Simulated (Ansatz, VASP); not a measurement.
## Two plane-wave programs on Hf2RuO4

File POSCAR:

```
Hf2RuO4
1.0
    0.0000000000      3.5414209200      0.0000000000
    3.5414209200      0.0000000000      0.0000000000
    1.7707104600      1.7707104600     -5.8102732000
Hf Ru O
2 1 4
Direct
    0.3538000000      0.3538000000      0.2924000000
    0.6462000000      0.6462000000      0.7076000000
    0.0000000000      0.0000000000      0.0000000000
    0.5000000000      0.0000000000      0.0000000000
    0.0000000000      0.5000000000      0.0000000000
    0.1630000000      0.1630000000      0.6740000000
    0.8370000000      0.8370000000      0.3260000000
```

INCAR.step1

```
SYSTEM = Hf2RuO4
ALGO = Normal
EDIFF = 1E-4
ENCUT = 520
GGA = PE
ISMEAR = -5
ISYM = 0
LASPH = .TRUE.
LCHARG = .FALSE.
LREAL = .FALSE.
LWAVE = .TRUE.
NBANDS = 38
NELM = 80
PREC = Accurate
SIGMA = 0.1
```

The input INCAR.step2:

```
SYSTEM = Hf2RuO4
ALGO = Normal
EDIFF = 1E-7
ENCUT = 520
ISIF = 2
ISMEAR = -5
ISTART = 1
ISYM = 0
LASPH = .TRUE.
LCHARG = .TRUE.
LELF = .TRUE.
LMIXTAU = .TRUE.
LREAL = .FALSE.
LVHAR = .TRUE.
LWAVE = .FALSE.
METAGGA = R2SCAN
NBANDS = 38
NELM = 80
PREC = Accurate
SIGMA = 0.1
```

The input KPOINTS:

```
k-points
0
G
  5 5 5
  0 0 0
```

Input for Ansatz:

```yaml
crystal:
  lattice:
    - [0.0, 3.54142092, 0.0]
    - [3.54142092, 0.0, 0.0]
    - [1.77071046, 1.77071046, -5.8102732]
  atoms:
    - { symbol: Hf, position: [0.3538, 0.3538, 0.2924] }
    - { symbol: Hf, position: [0.6462, 0.6462, 0.7076] }
    - { symbol: Ru, position: [0.0, 0.0, 0.0] }
    - { symbol: O, position: [0.5, 0.0, 0.0] }
    - { symbol: O, position: [0.0, 0.5, 0.0] }
    - { symbol: O, position: [0.163, 0.163, 0.674] }
    - { symbol: O, position: [0.837, 0.837, 0.326] }
  symmetry: { detect: false }
kpoints:
  mp_grid: { grid: [5, 5, 5], shift: [0, 0, 0] }
magnetization:
  spin_polarized: false
scf:
  occupations: { method: tetrahedron }
hamiltonian:
  pseudopotentials: { kind: paw }
  xc: r2scan
basis:
  ecutwfc: 500
output:
  forces: true
  stress: true
  eigenvalues: true
  write_density: true
  write_potential: true
  elf: true
  volumetric_format: npy
```

Alike in both runs: task single point; functional r2SCAN; k mesh 5 × 5 × 5; occupations tetrahedron; no spin polarisation.

|  | VASP | Ansatz |
| --- | --- | --- |
| version | VASP 6.6.1 | Ansatz 0.2.0 |
| potentials or method | VASP PAW PBE potentials, release 64 (Hf_pv, Ru_pv, O), cutoff 520 eV | PAW plane waves |
| valence electrons in the cell | 58 | 92 |

```tsv
	VASP	Ansatz	Ansatz less VASP
gap on the k mesh at the Fermi level (eV)	none	none	-
rms of the force components (eV/Å)	1.237	1.185	-0.0520
```

VASP's potentials were made for PBE, not for r2SCAN. Atom by atom the forces differ by 0.057 eV/Å (rms over components). A gap of «none» marks a metal or a gap that the smearing closes. VASP's potentials hold 58 valence electrons a cell and Ansatz's 92, so a difference there can come from the potentials and not from the codes. Ansatz's warnings: band table not solved further, tetrahedron derivatives may miss energy slope.

The k mesh is coarse, so the values compare programs but aren't converged. Spin-orbit coupling is off throughout.
